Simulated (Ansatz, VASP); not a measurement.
**Two plane-wave programs on Al2B3N5**

```
Al B N
1.0
    -1.35964    1.35964    9.29388
     1.35964   -1.35964    9.29388
     1.35964    1.35964   -9.29388
Al B N
2 3 5
Cartesian
  0.0000 0.0000 11.2099
  0.0000 0.0000 7.3778
  0.0000 0.0000 3.8875
  0.0000 0.0000 14.7003
  0.0000 0.0000 0.0000
  0.0000 0.0000 13.1781
  0.0000 0.0000 5.4097
  0.0000 0.0000 16.6767
  0.0000 0.0000 9.2939
  0.0000 0.0000 1.9110
```

Alike in both runs: functional PBE; k mesh 8 × 8 × 8; occupations gaussian, width 0.1 eV; no spin polarisation.

Ansatz relaxed the structure, and its values are those at the end. VASP's run is a single point on that final structure, the one shown.

|  | VASP | Ansatz |
| --- | --- | --- |
| version | VASP 6.6.1 | Ansatz 0.2.0 |
| potentials or method | VASP PAW PBE potentials, release 64 (Al, B, N), cutoff 520 eV | scalar-relativistic, plane waves, PAW |
| valence electrons in the cell | 40 | 40 |

```tsv
	VASP	Ansatz	Ansatz less VASP
gap on the k mesh at the Fermi level (eV)	0.16	0.16	+0.001
least direct gap on the mesh (eV)	1.67	1.67	+0.002
pressure (GPa)	-0.1	0.0	+0.15
rms of the force components (eV/Å)	0.013	0.007	-0.0061
```
